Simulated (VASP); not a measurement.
# Eu (Im-3m) in VASP: notebook, part 2 of 2

VASP 6.6.1. Earlier steps stand in the parts before.

## 3. Single point, PBE, collinear spin, ferromagnetic start (volume scaled by 0.5)

INCAR reads:

```
PREC = Accurate
ENCUT = 520
EDIFF = 1E-6
ISMEAR = -1
SIGMA = 0.05
LREAL = False
LASPH = True
NELM = 150
ALGO = Normal
ISIF = 2
LWAVE = False
LCHARG = False
ISPIN = 2
MAGMOM = 7
LORBIT = 11
LMAXMIX = 6
GGA = PE
NBANDS = 18
```

KPOINTS reads:

```
Automatic mesh
0
Gamma
  14 14 14
```

POSCAR reads:

```
Eu
1.0
   -1.7413450207      1.7413450207      1.7413450207
    1.7413450207     -1.7413450207      1.7413450207
    1.7413450207      1.7413450207     -1.7413450207
Eu
1
Direct
    0.0000000000      0.0000000000      0.0000000000
```

Potentials or basis: VASP PAW PBE potentials, release 64 (Eu).

Run with:

```console
cat potpaw_PBE.64/Eu/POTCAR > POTCAR
mpirun -np 1 vasp_std > vasp.out
```

OUTCAR:

```text
PREC = Accurate
   ENCUT = 520
   EDIFF = 1E-6
   ISMEAR = -1
   LREAL = False
   LASPH = True
   NELM = 150
   ISIF = 2
   ISPIN = 2
   LORBIT = 11
   GGA = PE

 ion  position               nearest neighbor table
   1  0.000  0.000  0.000-

  LATTYP: Found a body centered cubic cell.
 ALAT       =     3.4826900414

  Lattice vectors:

 A1 = (  -1.7413450207,   1.7413450207,   1.7413450207)
 A2 = (   1.7413450207,  -1.7413450207,   1.7413450207)
 A3 = (   1.7413450207,   1.7413450207,  -1.7413450207)

Analysis of symmetry for initial positions (statically):
=====================================================================
 Subroutine PRICEL returns:
 Original cell was already a primitive cell.

 Routine SETGRP: Setting up the symmetry group for a
 body centered cubic supercell.

 Subroutine GETGRP returns: Found 48 space group operations
 (whereof 48 operations were pure point group operations)
 out of a pool of 48 trial point group operations.

The static configuration has the point symmetry O_h .

Analysis of symmetry for dynamics (positions and initial velocities):
=====================================================================
 Subroutine PRICEL returns:
 Original cell was already a primitive cell.

 Routine SETGRP: Setting up the symmetry group for a
 body centered cubic supercell.

 Subroutine GETGRP returns: Found 48 space group operations
 (whereof 48 operations were pure point group operations)
 out of a pool of 48 trial point group operations.

The dynamic configuration has the point symmetry O_h .

Analysis of structural, dynamic, and magnetic symmetry:
=====================================================================
 Subroutine PRICEL returns:
 Original cell was already a primitive cell.

 Routine SETGRP: Setting up the symmetry group for a
 body centered cubic supercell.

 Subroutine GETGRP returns: Found 48 space group operations
 (whereof 48 operations were pure point group operations)
 out of a pool of 48 trial point group operations.
[... 124 lines left out ...]
   GGA     = PE    functional components
   LHFCALC =     F    Hartree Fock is set to
   AEXX    =    0.0000 exact exchange contribution
   IVDW    =     0    specifies the selected vdW correction
   LEPSILON=     F    determine dielectric tensor
   LRPA    =     F    only Hartree local field effects (RPA)
 spin polarized calculation
  energy-cutoff  :      520.00
  volume of cell :       21.12
 maximum number of plane-waves:       586
   NGX = 11   NGY = 11   NGZ = 11

 number of electron      17.0000005 magnetization       7.2089882

 Free energy of the ion-electron system (eV)
  ---------------------------------------------------
  ext. energy  EPLUGINS =         0.00000000
  ---------------------------------------------------
  free energy    TOTEN  =       -10.24372901 eV

  energy without entropy =      -10.23052180  energy(sigma->0) =      -10.23712541

 E-fermi :   5.4879     XC(G=0): -12.1044

 val. band max:        5.4860573520   @ k =  -0.2857   0.5000   0.0714
 cond. band min:       5.4960602886   @ k =  -0.2857   0.4286   0.1429
 fundamental gap:      0.0100029366
 Fermi energy:         5.4879376617

 spin component 1

 k-point     1 :       0.0000    0.0000    0.0000
  band No.  band energies     occupation
      1     -36.2786      1.00000
      2     -13.3299      1.00000
      3     -13.3299      1.00000
      4     -13.3299      1.00000
      5       0.9945      1.00000
      6       4.3938      1.00000
[... 493 lines left out ...]
     17      17.8487      0.00000
     18      19.7541      0.00000

 [... further k-points ...]

 spin component 2

 k-point     1 :       0.0000    0.0000    0.0000
  band No.  band energies     occupation
      1     -33.2696      1.00000
      2     -10.8856      1.00000
      3     -10.8856      1.00000
      4     -10.8856      1.00000
      5       2.3963      1.00000
      6       8.7136      0.00000
[... 493 lines left out ...]
     17      19.8081      0.00000
     18      21.4886      0.00000

 [... further k-points ...]
[... 5 lines left out ...]
  --------------------------------------------------------------------------------------
  -------------------------------------------------------------------------------------
  Total        4.1176341      4.1176341      4.1176341     -0.0000000     -0.0000000      0.0000000
  in kB      312.3516909    312.3516909    312.3516909     -0.0000000     -0.0000000      0.0000000
  external PRESSURE =     312.3516909 kB  Pullay stress =       0.0000000 kB

 VOLUME and BASIS-vectors are now :
 -----------------------------------------------------------------------------
  energy-cutoff  :      520.00
  volume of cell :       21.12
      direct lattice vectors                 reciprocal lattice vectors
    -1.741345021  1.741345021  1.741345021     0.000000000  0.287134367  0.287134367
     1.741345021 -1.741345021  1.741345021     0.287134367  0.000000000  0.287134367
     1.741345021  1.741345021 -1.741345021     0.287134367  0.287134367  0.000000000

 POSITION                                       TOTAL-FORCE (eV/Angst)
 -----------------------------------------------------------------------------------
      0.00000      0.00000      0.00000         0.000000      0.000000      0.000000
 -----------------------------------------------------------------------------------
    total drift:                                0.000000      0.000000      0.000000

  FREE ENERGIE OF THE ION-ELECTRON SYSTEM (eV)
  ---------------------------------------------------
  free  energy   TOTEN  =       -10.2437290073 eV

  energy  without entropy=      -10.2305218043  energy(sigma->0) =      -10.23712541

 total charge

# of ion       s       p       d       f       tot
--------------------------------------------------
    1        2.125   5.647   0.869   6.488  15.128

 magnetization (x)

# of ion       s       p       d       f       tot
--------------------------------------------------
    1        0.019  -0.061   0.300   6.438   6.696
```

OSZICAR:

```text
N       E                     dE             d eps       ncg     rms          rms(c)
DAV:   1     0.811747293681E+02    0.81175E+02   -0.64538E+03  9414   0.453E+03
[... 11 lines left out ...]
DAV:  13    -0.102505191315E+02    0.35850E-02   -0.11952E-02  8972   0.282E+00    0.170E+00
DAV:  14    -0.102444325389E+02    0.60866E-02   -0.64973E-03 11174   0.220E+00    0.134E+00
DAV:  15    -0.102438218667E+02    0.61067E-03   -0.18963E-03 12034   0.980E-01    0.518E-01
DAV:  16    -0.102437309398E+02    0.90927E-04   -0.75973E-04 12770   0.601E-01    0.251E-01
DAV:  17    -0.102437292566E+02    0.16832E-05   -0.15013E-04 14110   0.244E-01    0.727E-02
DAV:  18    -0.102437295126E+02   -0.25602E-06   -0.36662E-05 13308   0.126E-01    0.610E-02
DAV:  19    -0.102437290073E+02    0.50531E-06   -0.24143E-06  9040   0.390E-02
   1 F= -.10243729E+02 E0= -.10237125E+02  d E =-.132072E-01  mag=     7.2085
```

stdout:

```text
POSCAR found type information on POSCAR Eu
 POSCAR found :  1 types and       1 ions
 scaLAPACK will be used
 LDA part: xc-table for (Slater+PW92), standard interpolation
 POSCAR, INCAR and KPOINTS ok, starting setup
 FFT: planning ... GRIDC
 FFT: planning ... GRID_SOFT
 FFT: planning ... GRID
 WAVECAR not read
 entering main loop
```

It took 70 s on 1 thread of Intel Xeon 6975P-C, shared host; peak memory 0.21 GiB.

What came out:

```
Free energy                                           : -10.2437 eV
Pressure                                              : 31.2 GPa
Net moment                                            : 7.21 μB per cell
Site moments                                          : Eu +6.70 μB
Valence electrons inside the program's atomic spheres : Eu 15.13
```

Caveat: spin-orbit coupling is left out, which moves the levels of the heavy elements. The state reached can hang on the start; a lower one may exist.

## 4. Single point, PBE, collinear spin, ferromagnetic start (volume scaled by 0.58)

INCAR reads:

```
SYSTEM = Eu
  ALGO = Normal
  EDIFF = 1E-6
  ENCUT = 520
  GGA = PE
  ISIF = 2
  ISMEAR = -1
  ISPIN = 2
  LASPH = .TRUE.
  LCHARG = .FALSE.
  LMAXMIX = 6
  LORBIT = 11
  LREAL = .FALSE.
  LWAVE = .FALSE.
  MAGMOM = 7
  NBANDS = 18
  NELM = 150
  PREC = Accurate
  SIGMA = 0.05
```

KPOINTS reads:

```
k-points
0
G
  14 14 14
  0 0 0
```

POSCAR reads:

```
Eu
1.0
   -1.8296618165      1.8296618165      1.8296618165
    1.8296618165     -1.8296618165      1.8296618165
    1.8296618165      1.8296618165     -1.8296618165
Eu
1
Direct
    0.0000000000      0.0000000000      0.0000000000
```

Potentials or basis: VASP PAW PBE potentials, release 64 (Eu).

Run with:

```console
cat potpaw_PBE.64/Eu/POTCAR > POTCAR
mpirun -np 1 vasp_std > vasp.out
```

OUTCAR:

```text
SYSTEM = Eu
   EDIFF = 1E-6
   ENCUT = 520
   GGA = PE
   ISIF = 2
   ISMEAR = -1
   ISPIN = 2
   LASPH = .TRUE.
   LORBIT = 11
   LREAL = .FALSE.
   NELM = 150
   PREC = Accurate

 ion  position               nearest neighbor table
   1  0.000  0.000  0.000-

  LATTYP: Found a body centered cubic cell.
 ALAT       =     3.6593236330

  Lattice vectors:

 A1 = (  -1.8296618165,   1.8296618165,   1.8296618165)
 A2 = (   1.8296618165,  -1.8296618165,   1.8296618165)
 A3 = (   1.8296618165,   1.8296618165,  -1.8296618165)

Analysis of symmetry for initial positions (statically):
=====================================================================
 Subroutine PRICEL returns:
 Original cell was already a primitive cell.

 Routine SETGRP: Setting up the symmetry group for a
 body centered cubic supercell.

 Subroutine GETGRP returns: Found 48 space group operations
 (whereof 48 operations were pure point group operations)
 out of a pool of 48 trial point group operations.

The static configuration has the point symmetry O_h .

Analysis of symmetry for dynamics (positions and initial velocities):
=====================================================================
 Subroutine PRICEL returns:
 Original cell was already a primitive cell.

 Routine SETGRP: Setting up the symmetry group for a
 body centered cubic supercell.

 Subroutine GETGRP returns: Found 48 space group operations
 (whereof 48 operations were pure point group operations)
 out of a pool of 48 trial point group operations.

The dynamic configuration has the point symmetry O_h .

Analysis of structural, dynamic, and magnetic symmetry:
=====================================================================
 Subroutine PRICEL returns:
 Original cell was already a primitive cell.

 Routine SETGRP: Setting up the symmetry group for a
 body centered cubic supercell.

 Subroutine GETGRP returns: Found 48 space group operations
 (whereof 48 operations were pure point group operations)
 out of a pool of 48 trial point group operations.

The overall configuration has the point symmetry O_h .

[... 129 lines left out ...]
  volume of cell :       24.50
 maximum number of plane-waves:       682
   NGX = 11   NGY = 11   NGZ = 11

 number of electron      17.0000007 magnetization       7.2287704

 Free energy of the ion-electron system (eV)
  ---------------------------------------------------
  ext. energy  EPLUGINS =         0.00000000
  ---------------------------------------------------
  free energy    TOTEN  =       -10.76135830 eV

  energy without entropy =      -10.75064592  energy(sigma->0) =      -10.75600211

 E-fermi :   4.5989     XC(G=0): -11.3064

 val. band max:        4.5723230815   @ k =  -0.3571   0.5000   0.1429
 cond. band min:       4.5992508055   @ k =  -0.2857   0.3571   0.2143
 fundamental gap:      0.0269277240
 Fermi energy:         4.5989205266

 spin component 1

 k-point     1 :       0.0000    0.0000    0.0000
  band No.  band energies     occupation
      1     -36.9653      1.00000
      2     -14.5978      1.00000
      3     -14.5978      1.00000
      4     -14.5978      1.00000
      5      -0.1277      1.00000
      6       3.7115      1.00000
[... 493 lines left out ...]
     17      15.0685      0.00000
     18      16.9083      0.00000

 [... further k-points ...]

 spin component 2

 k-point     1 :       0.0000    0.0000    0.0000
  band No.  band energies     occupation
      1     -33.9234      1.00000
      2     -12.1953      1.00000
      3     -12.1953      1.00000
      4     -12.1953      1.00000
      5       1.1125      1.00000
      6       8.0666      0.00000
[... 493 lines left out ...]
     17      16.8764      0.00000
     18      18.5490      0.00000

 [... further k-points ...]

------------------------ aborting loop because EDIFF is reached ----------------------------------------

  FORCE on cell =-STRESS in cart. coord.  units (eV):
  Direction    XX          YY          ZZ          XY          YZ          ZX
  --------------------------------------------------------------------------------------
  -------------------------------------------------------------------------------------
  Total        2.7921809      2.7921809      2.7921809     -0.0000000      0.0000000     -0.0000000
  in kB      182.5919690    182.5919690    182.5919690     -0.0000000      0.0000000     -0.0000000
  external PRESSURE =     182.5919690 kB  Pullay stress =       0.0000000 kB

 VOLUME and BASIS-vectors are now :
 -----------------------------------------------------------------------------
  energy-cutoff  :      520.00
  volume of cell :       24.50
      direct lattice vectors                 reciprocal lattice vectors
    -1.829661817  1.829661817  1.829661817     0.000000000  0.273274545  0.273274545
     1.829661817 -1.829661817  1.829661817     0.273274545  0.000000000  0.273274545
     1.829661817  1.829661817 -1.829661817     0.273274545  0.273274545  0.000000000

 POSITION                                       TOTAL-FORCE (eV/Angst)
 -----------------------------------------------------------------------------------
      0.00000      0.00000      0.00000        -0.000000     -0.000000     -0.000000
 -----------------------------------------------------------------------------------
    total drift:                               -0.000000     -0.000000     -0.000000

  FREE ENERGIE OF THE ION-ELECTRON SYSTEM (eV)
  ---------------------------------------------------
  free  energy   TOTEN  =       -10.7613582991 eV

  energy  without entropy=      -10.7506459180  energy(sigma->0) =      -10.75600211

 total charge

# of ion       s       p       d       f       tot
--------------------------------------------------
    1        2.117   5.660   0.691   6.507  14.976

 magnetization (x)

# of ion       s       p       d       f       tot
--------------------------------------------------
    1        0.012  -0.069   0.250   6.481   6.673
```

OSZICAR:

```text
N       E                     dE             d eps       ncg     rms          rms(c)
DAV:   1     0.862816502744E+02    0.86282E+02   -0.64735E+03  9376   0.451E+03
DAV:   2     0.294473647513E+01   -0.83337E+02   -0.74287E+02  9188   0.295E+02
[... 11 lines left out ...]
DAV:  14    -0.107616656904E+02    0.25658E-04   -0.99641E-05 13562   0.775E-02    0.474E-01
DAV:  15    -0.107614569760E+02    0.20871E-03   -0.15400E-04  9276   0.313E-01    0.308E-01
DAV:  16    -0.107614610579E+02   -0.40819E-05   -0.21747E-05 12106   0.435E-02    0.314E-01
DAV:  17    -0.107613560112E+02    0.10505E-03   -0.36500E-04  9058   0.471E-01    0.110E-01
DAV:  18    -0.107613580090E+02   -0.19978E-05   -0.13891E-05 13338   0.337E-02    0.101E-01
DAV:  19    -0.107613582991E+02   -0.29010E-06   -0.35799E-07  5318   0.617E-03
   1 F= -.10761358E+02 E0= -.10756002E+02  d E =-.107124E-01  mag=     7.2291
```

Run time: 74 s. Hardware: 1 thread of Intel Xeon 6975P-C, shared host; peak memory 0.22 GiB.

What came out:

| Property | Result |
| --- | --- |
| Free energy | -10.7614 eV |
| Pressure | 18.3 GPa |
| Net moment | 7.23 μB per cell |
| Site moments | Eu +6.67 μB |
| Valence electrons inside the program's atomic spheres | Eu 14.98 |

Caveat: spin-orbit coupling is left out, which moves the levels of the heavy elements.

## 5. Single point, PBE, collinear spin, ferromagnetic start (volume scaled by 0.68)

INCAR reads:

```
SYSTEM = Eu
  ALGO = Normal
  EDIFF = 1E-6
  ENCUT = 520
  GGA = PE
  ISIF = 2
  ISMEAR = -1
  ISPIN = 2
  LASPH = .True.
  LCHARG = .False.
  LMAXMIX = 6
  LORBIT = 11
  LREAL = .False.
  LWAVE = .False.
  MAGMOM = 7
  NBANDS = 18
  NELM = 150
  PREC = Accurate
  SIGMA = 0.05
```

KPOINTS reads:

```
k-points
0
Gamma
  14 14 14
  0 0 0
```

POSCAR reads:

```
Eu
1.0
   -1.9292912644      1.9292912644      1.9292912644
    1.9292912644     -1.9292912644      1.9292912644
    1.9292912644      1.9292912644     -1.9292912644
Eu
1
Direct
    0.0000000000      0.0000000000      0.0000000000
```

Run with:

```console
cat potpaw_PBE.64/Eu/POTCAR > POTCAR
mpirun -np 1 vasp_std > vasp.out
```

Run time: 2.1 min. Hardware: 1 thread of Intel Xeon 6975P-C, shared host; peak memory 0.25 GiB.

It converged, with:

- Free energy: -11.1313 eV
- Pressure: 10.0 GPa
- Net moment: 7.19 μB per cell
- Site moments: Eu +6.64 μB
- Valence electrons inside the program's atomic spheres: Eu 14.86

Levels at points of the mesh, in eV from the Fermi level:
Spin up:
| k point | band 10 | band 11 | band 12 | band 13 | band 14 | band 15 |
| --- | --- | --- | --- | --- | --- | --- |
| (0.00, 0.00, 0.00) | -0.38 | -0.38 | -0.30 | 2.05 | 2.05 | 2.05 |
| (0.50, 0.00, 0.00) | -0.39 | -0.38 | -0.34 | 0.00 | 2.55 | 4.71 |
| (0.50, 0.50, 0.50) | -0.59 | -0.31 | -0.31 | -0.31 | 7.40 | 7.40 |
Spin down:
```tsv
k point	band 2	band 3	band 4	band 5	band 6	band 7	band 8	band 9
(0.00, 0.00, 0.00)	-17.19	-17.19	-17.19	-3.73	3.25	3.25	3.25	3.66
(0.50, 0.00, 0.00)	-18.84	-17.69	-17.22	-1.37	1.08	3.15	3.63	4.11
(0.50, 0.50, 0.50)	-18.28	-18.28	-18.28	-1.28	-1.28	3.92	4.00	4.00
```

Caveat: spin-orbit coupling is left out, which moves the levels of the heavy elements. The state reached can hang on the start; a lower one may exist.

## 6. Summary

```tsv
cell	gap on the mesh (eV)	pressure (GPa)	moment (μB)
a = 2.868 Å, angles 109.5°, 1 atom	none	50.6	7.13
a = 3.016 Å, angles 109.5°, 1 atom	none	31.2	7.21
a = 3.169 Å, angles 109.5°, 1 atom	none	18.3	7.23
a = 3.342 Å, angles 109.5°, 1 atom	none	10.0	7.19
```

Alike in all rows: task single point; level PBE; potentials or basis VASP PAW PBE potentials, release 64 (Eu); spin collinear, ferromagnetic start; k mesh 14 × 14 × 14; cutoff (eV) 520; smearing fermi-dirac 0.05 eV.

Caveats: spin-orbit coupling is left out, which moves the levels of the heavy elements.

Total energies depend on the potentials used, so only differences within one code and one set of settings carry meaning.
